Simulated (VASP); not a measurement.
Write the native input for VASP 6.6.1 that does the following.

* Task: single point
* Functional: PBEsol
* Potentials or basis: VASP PAW PBE potentials, release 64 (Mg)
* Cutoff: 520 eV
* k mesh: 16 × 16 × 10
* Occupations: gaussian, width 0.05 eV
* Spin: no spin polarisation
* Dipole correction: no
* Further INCAR settings: ALGO = Normal; EDIFF = 1e-07; NBANDS = 9

The structure of Mg lies in POSCAR:

```
Mg
1.0
    3.1340407932      0.0000000000      0.0000000000
   -1.5670203966      2.7141589434      0.0000000000
    0.0000000000      0.0000000000      5.0811361583
Mg
2
Direct
    0.3333333333      0.6666666667      0.2500000000
    0.6666666667      0.3333333333      0.7500000000
```

This cell differs from its parent crystal: volume scaled by 0.960.

These files were run (other wordings do the same):

INCAR

```
PREC = Accurate
ENCUT = 520
EDIFF = 1E-7
ISMEAR = 0
SIGMA = 0.05
LREAL = F
LASPH = T
NELM = 80
ALGO = Normal
ISIF = 2
LWAVE = F
LCHARG = F
GGA = PS
NBANDS = 9
```

KPOINTS

```
regular mesh
0
Gamma
  16 16 10
```

Potentials or basis: VASP PAW PBE potentials, release 64 (Mg).

Run with:

```bash
$ cat potpaw_PBE.64/Mg/POTCAR > POTCAR
$ mpirun -np 1 vasp_std > vasp.out
```

Results of the run:

* Pressure: 1.6 GPa
* Band gap on the k mesh: zero (band 2 reaches 3.92 eV, above the bottom of band 3 at 1.69 eV)

Caveat: the PAW data sets were made with another functional, which shifts forces and pressure a little.

It took 35 s on 1 thread of Intel(R) Xeon(R) 6975P-C (Granite Rapids) (shared host), peak memory 0.2 GiB.
